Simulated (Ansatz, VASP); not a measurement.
## Two plane-wave programs on Ni

```
Ni
1.0
    -1.34850    1.34850    1.34850
     1.34850   -1.34850    1.34850
     1.34850    1.34850   -1.34850
Ni
1
Direct
  0.00000 0.00000 0.00000
```

Alike in both runs: task single point; functional PBE; k mesh 8 × 8 × 8; collinear spin.

```csv
,VASP,Ansatz
version,VASP 6.6.1,Ansatz 0.2 development build
potentials or method,"VASP PAW PBE potentials, release 64 (Ni)","PAW hard, scalar-relativistic"
plane-wave cutoff (eV),600,920
occupations,"fermi-dirac, width 0.1 eV",fermi-dirac
```

|  | VASP | Ansatz | Ansatz less VASP |
| --- | --- | --- | --- |
| net moment per atom (μB) | 0.48 | 0.50 | +0.010 |
| size of the moment on the site where the two differ most (μB) | 0.48 | 0.52 | +0.033 |

Site moments also hang on the region over which each program counts them. Ansatz's warnings: negative dielectric reading.

The k mesh is coarse, so the values compare programs but aren't converged.
